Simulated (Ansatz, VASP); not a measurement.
# Na: VASP beside Ansatz

File INCAR:

```
ALGO = Fast
EDIFF = 1E-6
ENCUT = 520
GGA = CA
ISIF = 2
ISMEAR = 0
LASPH = T
LCHARG = T
LELF = T
LREAL = F
LVHAR = T
LWAVE = F
NBANDS = 14
NELM = 80
PREC = Accurate
SIGMA = 0.15
```

The input KPOINTS:

```
k-points
0
Gamma
  15 15 8
```

Contents of POSCAR:

```
Na
1.0
    3.6209798977      0.0000000000      0.0000000000
   -1.8104899489      3.1358605780      0.0000000000
    0.0000000000      0.0000000000      5.8981745703
Na
2
Direct
    0.3333333333      0.6666666667      0.1760788241
    0.6666666667      0.3333333333      0.8239211759
```

Input for Ansatz:

```yaml
crystal:
  lattice:
    - [3.6209798977, 0.0, 0.0]
    - [-1.8104899489, 3.135860578, 0.0]
    - [0.0, 0.0, 5.8981745703]
  atoms:
    - { symbol: Na, position: [0.3333333333, 0.6666666667, 0.1760788241] }
    - { symbol: Na, position: [0.6666666667, 0.3333333333, 0.8239211759] }
basis:
  ecutwfc: 520.0
kpoints:
  mp_grid: { grid: [15, 15, 8] }
hamiltonian:
  xc: lda
  pseudopotentials: { kind: paw }
scf:
  occupations: { method: gaussian, width: 0.15 }
output:
  forces: true
  stress: true
  eigenvalues: true
```

Change from the starting cell: mode 4 frozen in at +0.000 Å and mode 6 at -0.436 Å (largest displacements).

Alike in both runs: task single point; functional LDA; k mesh 15 × 15 × 8; occupations gaussian, width 0.15 eV; no spin polarisation.

|  | VASP | Ansatz |
| --- | --- | --- |
| version | VASP 6.6.1 | Ansatz 0.2.0 |
| potentials or method | VASP PAW LDA potentials, release 64 (Na_pv), cutoff 520 eV | scalar-relativistic, plane waves, PAW |
| valence electrons in the cell | 14 | 18 |

VASP gave:

| Property | Result |
| --- | --- |
| gap on the k mesh at the Fermi level (eV) | none |
| pressure (GPa) | 1.8 |
| traceless stress, the component that is largest in VASP (GPa) | 0.48 |
| rms of the force components (eV/Å) | 0.501 |

Which values does Ansatz return?

gap on the k mesh at the Fermi level (eV): none; pressure (GPa): 1.8; traceless stress, the component that is largest in VASP (GPa): 0.48; rms of the force components (eV/Å): 0.500.

LDA's correlation is that of Perdew and Zunger in VASP and of Perdew and Wang (1992) in Ansatz. Atom by atom the forces differ by 0.000 eV/Å (rms over components). A gap of «none» marks a metal or a gap that the smearing closes. VASP's potentials hold 14 valence electrons a cell and Ansatz's 18, so a difference there can come from the potentials and not from the codes.
